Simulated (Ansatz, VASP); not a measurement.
TaAg2F6 in VASP and in Ansatz

```xyz
9
Lattice="0.0000 3.8836 3.8836 3.8836 0.0000 3.8836 3.8836 3.8836 0.0000" Properties=species:S:1:pos:R:3 pbc="T T T"
Ta    0.0000    0.0000    0.0000
Ag    1.9418    1.9418    1.9418
Ag    5.8255    5.8255    5.8255
F     1.9418    3.8836    3.8836
F     5.8255    3.8836    3.8836
F     3.8836    1.9418    3.8836
F     3.8836    5.8255    3.8836
F     3.8836    3.8836    1.9418
F     3.8836    3.8836    5.8255
```

Change from the starting cell: ordered vacancies on the cation sites of perovskite (Fm-3m, No. 225).

Alike in both runs: task relaxation of cell and atoms; functional PBE; k mesh 4 × 4 × 4; occupations gaussian, width 0.1 eV; no spin polarisation.

|  | VASP | Ansatz |
| --- | --- | --- |
| version | VASP 6.6.1 | Ansatz 0.2.0 |
| potentials or method | VASP PAW PBE potentials, release 64 (Ta_pv, Ag, F), cutoff 600 eV | scalar-relativistic, plane waves, PAW |
| valence electrons in the cell | 75 | 93 |

|  | VASP | Ansatz | Ansatz less VASP |
| --- | --- | --- | --- |
| gap on the k mesh at the Fermi level, each at its own relaxed structure (eV) | none | none | - |
| relaxed volume (Å³/atom) | 17.66 | 18.16 | +0.498 |
| relaxed length of the cell vector where the two differ most in proportion (Å) | 6.080 | 6.137 | +0.0566 |

A gap of «none» marks a metal or a gap that the smearing closes. VASP's potentials hold 75 valence electrons a cell and Ansatz's 93, so a difference there can come from the potentials and not from the codes.

Spin-orbit coupling is off throughout. Noted on VASP's run: the volume moved by over 15 % at a fixed basis, so the end points are rough.
